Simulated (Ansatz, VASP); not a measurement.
**AlRu: VASP beside Ansatz**

```
Al Ru
1.0
     2.99160    0.00000    0.00000
     0.00000    2.99160    0.00000
     0.00000    0.00000    2.93177
Al Ru
1 1
Direct
  0.00000 0.00000 0.00000
  0.50000 0.50000 0.50000
```

Change from the starting cell: zz strain of -2 %, PAW files.

Alike in both runs: task electric field gradients; functional PBEsol; k mesh 12 × 12 × 12; occupations fermi-dirac, width 0.05 eV; no spin polarisation.

|  | VASP | Ansatz |
| --- | --- | --- |
| version | VASP 6.6.1 | Ansatz 0.2.0 |
| potentials or method | VASP PAW PBE potentials, release 64 (Al, Ru_pv) | PAW with Ansatz's default frozen-core files, scalar-relativistic |
| plane-wave cutoff (eV) | 520 | 420 |
| valence electrons in the cell | 17 | 19 |

```csv
,VASP,Ansatz,Ansatz less VASP
pressure (GPa),1.1,1.0,-0.08
"traceless stress, the component that is largest in VASP (GPa)",2.57,2.56,-0.007
size of Vzz on the site where it differs most (V/Å²),12.9,12.1,-0.78
```

VASP's potentials were made for PBE, not for PBEsol. VASP's potentials hold 17 valence electrons a cell and Ansatz's 19, so a difference there can come from the potentials and not from the codes.
